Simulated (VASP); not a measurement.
# Al (P1) in VASP: single point with PBEsol

Aim: the single point of Al with PBEsol.

Everything below comes from runs of VASP 6.6.1. Logs are shortened: lines on timing, memory, paths and dates and some standing lists are left out, and cuts for length are marked.

## (1) The cell of the first run

The typed cell holds 4 atoms: a = 2.821 Å, b = 3.024 Å, c = 10.374 Å, α = 84.11°, β = 90.02°, γ = 121.76°.

## (2) Single point, PBEsol (atoms moved at random and the cell strained at random)

The input, INCAR:

```
SYSTEM = Al
PREC = Accurate
ENCUT = 520
EDIFF = 1E-6
ISMEAR = 0
SIGMA = 0.15
LREAL = .FALSE.
LASPH = .TRUE.
NELM = 60
ALGO = Fast
ISIF = 2
LWAVE = .FALSE.
LCHARG = .FALSE.
GGA = PS
NBANDS = 14
```

The input, KPOINTS:

```
Automatic mesh
0
G
  12 12 4
  0 0 0
```

The input, POSCAR:

```
Al
1.0
    2.8194594708     -0.1018798804      0.0025087408
   -1.4979603000      2.6218658640      0.1585667386
    0.0082455963      0.6065544302     10.3567035854
Al
4
Direct
   -0.0736504727     -0.0327667877     -0.0026220650
    0.3407567718      0.6746271487      0.2501845285
    0.0368752766      0.0395416139      0.4955315423
    0.6960184242      0.3185980251      0.7569059943
```

Potentials or basis: VASP PAW PBE potentials, release 64 (Al).

The run is started by

```console
> cat potpaw_PBE.64/Al/POTCAR > POTCAR
> mpirun -np 1 vasp_std > vasp.out
```

OUTCAR:

```text
SYSTEM = Al
   PREC = Accurate
   ENCUT = 520
   EDIFF = 1E-6
   ISMEAR = 0
   LREAL = .FALSE.
   LASPH = .TRUE.
   NELM = 60
   ISIF = 2
   GGA = PS

 ion  position               nearest neighbor table
   1  0.926  0.967  0.997-   4 2.82   2 2.89   4 3.02   2 3.10   4 3.19
   2  0.341  0.675  0.250-   3 2.86   1 2.89   1 3.10   3 3.14   3 3.16
   3  0.037  0.040  0.496-   2 2.86   4 3.10   2 3.14   2 3.16   4 3.21   4 3.22
   4  0.696  0.319  0.757-   1 2.82   1 3.02   3 3.10   1 3.19   3 3.21   3 3.22

  LATTYP: Found a triclinic cell.
 ALAT       =     3.0237739796
 B/A-ratio  =     0.9330395381
 C/A-ratio  =     3.4309619601
 COS(alpha) =     0.0004292968
 COS(beta)  =     0.1026516171
 COS(gamma) =     0.5263355747

  Lattice vectors:

 A1 = (  -1.4979603000,   2.6218658640,   0.1585667386)
 A2 = (  -2.8194594708,   0.1018798804,  -0.0025087408)
 A3 = (   0.0082455963,   0.6065544302,  10.3567035854)

Analysis of symmetry for initial positions (statically):
=====================================================================
 Subroutine PRICEL returns:
 Original cell was already a primitive cell.

 Routine SETGRP: Setting up the symmetry group for a
 triclinic supercell.

 Subroutine GETGRP returns: Found  1 space group operations
 (whereof  1 operations were pure point group operations)
 out of a pool of  2 trial point group operations.

The static configuration has the point symmetry C_1 .

Analysis of symmetry for dynamics (positions and initial velocities):
=====================================================================
 Subroutine PRICEL returns:
 Original cell was already a primitive cell.

 Routine SETGRP: Setting up the symmetry group for a
 triclinic supercell.

 Subroutine GETGRP returns: Found  1 space group operations
 (whereof  1 operations were pure point group operations)
 out of a pool of  2 trial point group operations.

The dynamic configuration has the point symmetry C_1 .

 Subroutine INISYM returns: Found  1 space group operations
 (whereof  1 operations are pure point group operations),
 and found     1 'primitive' translations

----------------------------------------------------------------------------------------

                                     Primitive cell

  volume of cell :      74.7051

  direct lattice vectors                    reciprocal lattice vectors
     2.819459471 -0.101879880  0.002508741     0.362193649  0.207686502 -0.012451807
    -1.497960300  2.621865864  0.158566739     0.014144437  0.390874120 -0.022903336
     0.008245596  0.606554430 10.356703585    -0.000304294 -0.006034803  0.096909498

  length of vectors
     2.821300677  3.023773980 10.374453500     0.417699617  0.391799956  0.097097694

  position of ions in fractional coordinates (direct lattice)
     0.926349527  0.967233212  0.997377935
     0.340756772  0.674627149  0.250184529
     0.036875277  0.039541614  0.495531542
     0.696018424  0.318598025  0.756905994

  ion indices of the primitive-cell ions
   primitive index   ion index
                 1           1
                 2           2
                 3           3
                 4           4

----------------------------------------------------------------------------------------

 KPOINTS: Automatic mesh

Automatic generation of k-mesh.
 Grid dimensions read from file:
 generate k-points for:   12   12    4

 Generating k-lattice:

  Cartesian coordinates                     Fractional coordinates (reciprocal lattice)
     0.030182804  0.017307208 -0.001037651     0.083333333 -0.000000000  0.000000000
     0.001178703  0.032572843 -0.001908611    -0.000000000  0.083333333  0.000000000
    -0.000076074 -0.001508701  0.024227375    -0.000000000  0.000000000  0.250000000

  Length of vectors
     0.034808301  0.032649996  0.024274424

  Shift w.r.t. Gamma in fractional coordinates (k-lattice)
     0.000000000  0.000000000  0.000000000

 Subroutine IBZKPT returns following result:
 ===========================================

 Found    292 irreducible k-points:

 Following reciprocal coordinates:
            Coordinates               Weight
  0.000000  0.000000  0.000000      1.000000
  0.083333  0.000000  0.000000      2.000000
  0.166667 -0.000000  0.000000      2.000000
  0.250000  0.000000 -0.000000      2.000000
  0.333333 -0.000000  0.000000      2.000000
  0.416667  0.000000 -0.000000      2.000000
[... 16 lines left out ...]
  0.250000  0.166667 -0.000000      2.000000
  0.333333  0.166667  0.000000      2.000000
 [... further k-points ...]
   k-points           NKPTS =    292   k-points in BZ     NKDIM =    292   number of bands    NBANDS=     14
   number of dos      NEDOS =    301   number of ions     NIONS =      4
   total plane-waves  NPLWV =  46080
   dimension x,y,z NGX =    24 NGY =   24 NGZ =   80
   dimension x,y,z NGXF=    48 NGYF=   48 NGZF=  160
   ions per type =               4
   NGX,Y,Z   is equivalent  to a cutoff of  14.14, 13.20, 12.82 a.u.
   NGXF,Y,Z  is equivalent  to a cutoff of  28.28, 26.39, 25.64 a.u.
 SYSTEM =  Al
   PREC   = accura    normal or accurate (medium, high low for compatibility)
   ISTART =      0    job   : 0-new  1-cont  2-samecut
   ICHARG =      2    charge: 1-file 2-atom 10-const
   ISPIN  =      1    spin polarized calculation?
   LNONCOLLINEAR =      F non collinear calculations
   LSORBIT =      F    spin-orbit coupling
   LASPH  =      T    aspherical Exc in radial PAW
   ENCUT  =  520.0 eV  38.22 Ry    6.18 a.u.   5.25  5.62 19.29*2*pi/ulx,y,z
   NELM   =     60;   NELMIN=  2; NELMDL= -5     # of ELM steps
   EDIFF  = 0.1E-05   stopping-criterion for ELM
   LREAL  =      F    real-space projection
   EDIFFG = 0.1E-04   stopping-criterion for IOM
   NSW    =      0    number of steps for IOM
   IBRION =     -1    ionic relax: 0-MD 1-quasi-New 2-CG
   NFREE  =      0    steps in history (QN), initial steepest desc. (CG)
   ISIF   =      2    stress and relaxation
   ISYM   =      2    0-nonsym 1-usesym 2-fastsym
   POTIM  = 0.5000    time-step for ionic-motion
   TEBEG  =    0.0;   TEEND  =   0.0 temperature during run
   PSTRESS=    0.0 pullay stress
   NELECT =      12.0000    total number of electrons
   NUPDOWN=      -1.0000    fix difference up-down
   EMIN   =  10.00;   EMAX   =-10.00  energy-range for DOS
   EFERMI =   0.00;   METHOD = LEGACY
   ISMEAR =     0;   SIGMA  =   0.15  broadening in eV -4-tet -1-fermi 0-gaus
   EFERMI_NEDOS =   21; number of points for ismear=-14 and -15
   IALGO  =     68    algorithm
   IMIX   =      4    mixing-type and parameters
     AMIX     =   0.40;   BMIX     =  1.00
     AMIX_MAG =   1.60;   BMIX_MAG =  1.00
  volume/ion in A,a.u.               =      18.68       126.03
  Fermi-wavevector in a.u.,A,eV,Ry     =   0.889922  1.681708 10.775281  0.791961
  Thomas-Fermi vector in A             =   2.011545
   LORBIT       =      0    0 simple, 1 ext, 2 COOP (PROOUT), +10 PAW based schemes
   GGA     = PS    functional components
   LHFCALC =     F    Hartree Fock is set to
   AEXX    =    0.0000 exact exchange contribution
   IVDW    =     0    specifies the selected vdW correction
   LEPSILON=     F    determine dielectric tensor
   LRPA    =     F    only Hartree local field effects (RPA)
 non-spin polarized calculation
 RMM-DIIS sequential band-by-band and
 Gauss-broadening in eV      SIGMA  =   0.15
  energy-cutoff  :      520.00
  volume of cell :       74.71
 maximum number of plane-waves:      2033
 NGX is ok and might be reduce to    24
   NGX = 11   NGY = 11   NGZ = 39

 number of electron      12.0000000 magnetization

 Free energy of the ion-electron system (eV)
  ---------------------------------------------------
  ext. energy  EPLUGINS =         0.00000000
  ---------------------------------------------------
  free energy    TOTEN  =       -15.91169164 eV

  energy without entropy =      -15.89049023  energy(sigma->0) =      -15.90109093

 E-fermi :   6.6687     XC(G=0):  -9.8039

 val. band max:        6.6547781707   @ k =   0.4167   0.3333   0.5000
 cond. band min:       6.6695777518   @ k =  -0.3333   0.3333   0.5000
 fundamental gap:      0.0147995811
 Fermi energy:         6.6686968872

 k-point     1 :       0.0000    0.0000    0.0000
  band No.  band energies     occupation
      1      -3.6133      2.00000
      2      -2.3903      2.00000
      3      -2.0437      2.00000
      4       1.5308      2.00000
      5       2.2512      2.00000
      6       8.3712      0.00000
      7       8.6014      0.00000
      8      16.5021      0.00000
      9      16.9822      0.00000
     10      17.0351      0.00000
     11      17.1288      0.00000
     12      17.4360      0.00000
     13      17.5980      0.00000
     14      18.0247      0.00000

 k-point     2 :       0.0833    0.0000    0.0000
  band No.  band energies     occupation
      1      -3.4341      2.00000
      2      -2.2234      2.00000
      3      -1.8551      2.00000
      4       1.6873      2.00000
      5       2.4397      2.00000
      6       8.4374      0.00000
      7       8.8519      0.00000
      8      15.2558      0.00000
      9      15.6711      0.00000
     10      16.2664      0.00000
     11      16.4924      0.00000
     12      16.9294      0.00000
     13      17.0400      0.00000
     14      17.3124      0.00000

 k-point     3 :       0.1667   -0.0000    0.0000
  band No.  band energies     occupation
      1      -2.8978      2.00000
      2      -1.7206      2.00000
      3      -1.2943      2.00000
      4       2.1579      2.00000
      5       3.0008      2.00000
      6       8.7510      0.00000
      7       9.4621      0.00000
      8      13.5311      0.00000
      9      13.8315      0.00000
     10      14.1208      0.00000
     11      14.4492      0.00000
     12      14.9639      0.00000
     13      15.2949      0.00000
     14      15.6246      0.00000
[... 324 lines left out ...]
 k-point    23 :       0.2500    0.1667   -0.0000
  band No.  band energies     occupation
      1      -0.3401      2.00000
      2       0.5927      2.00000
      3       1.4609      2.00000
      4       4.1819      2.00000
      5       5.7965      2.00000
      6       7.9204      0.00000
      7       8.0798      0.00000
      8       8.3970      0.00000
      9       8.8263      0.00000
     10       9.6671      0.00000
     11      10.2869      0.00000
     12      10.3924      0.00000
     13      11.6139      0.00000
     14      12.4932      0.00000

 k-point    24 :       0.3333    0.1667    0.0000
  band No.  band energies     occupation
      1       1.2236      2.00000
      2       2.0880      2.00000
      3       3.0446      2.00000
      4       5.1215      2.00000
      5       5.7710      2.00000
      6       6.4755      1.93142
      7       6.8643      0.06522
      8       7.3784      0.00000
      9       7.8535      0.00000
     10       8.1350      0.00000
     11       9.6463      0.00000
     12      10.2276      0.00000
     13      10.9155      0.00000
     14      11.3498      0.00000

 [... further k-points ...]
[... 5 lines left out ...]
  --------------------------------------------------------------------------------------
  -------------------------------------------------------------------------------------
  Total       -2.2321320     -3.0917335     -3.9212259      0.4636666     -0.5563134     -0.1468172
  in kB      -47.8718577    -66.3074705    -84.0973412      9.9441176    -11.9310851     -3.1487449
  external PRESSURE =     -66.0922231 kB  Pullay stress =       0.0000000 kB

 VOLUME and BASIS-vectors are now :
 -----------------------------------------------------------------------------
  energy-cutoff  :      520.00
  volume of cell :       74.71
      direct lattice vectors                 reciprocal lattice vectors
     2.819459471 -0.101879880  0.002508741     0.362193649  0.207686502 -0.012451807
    -1.497960300  2.621865864  0.158566739     0.014144437  0.390874120 -0.022903336
     0.008245596  0.606554430 10.356703585    -0.000304294 -0.006034803  0.096909498

 POSITION                                       TOTAL-FORCE (eV/Angst)
 -----------------------------------------------------------------------------------
      1.17115      3.04654     10.48524         0.137727     -0.041704      0.160304
     -0.04775      1.88582      2.69892        -0.033656      0.070462     -0.073833
      0.04882      0.40048      5.13844         0.025528     -0.076916      0.174367
      1.49139      1.22352      7.89132        -0.129599      0.048158     -0.260839
 -----------------------------------------------------------------------------------
    total drift:                               -0.000005      0.000001     -0.000005

  FREE ENERGIE OF THE ION-ELECTRON SYSTEM (eV)
  ---------------------------------------------------
  free  energy   TOTEN  =       -15.9116916373 eV

  energy  without entropy=      -15.8904902264  energy(sigma->0) =      -15.90109093
```

Wall time 3.5 min (1 thread of Intel Xeon Platinum 8259CL at 2.50GHz (Skylake/Cascade Lake), shared host); peak memory 0.35 GiB.

Results:

- Free energy: -15.9117 eV
- Pressure: -6.6 GPa
- Largest force: 0.295 eV/Å
- Band gap on the k mesh: zero (bands 6 and 7 overlap by 4.73 eV)

Forces in eV/Å, atoms in the order of the input:
```
Al   0.138 -0.042  0.160
Al  -0.034  0.070 -0.074
Al   0.026 -0.077  0.174
Al  -0.130  0.048 -0.261
```

Caveat: the cell differs from its parent crystal (atoms moved at random and the cell strained at random); the cell stands under tension; the PAW data sets were made with another functional, which shifts forces and pressure a little.
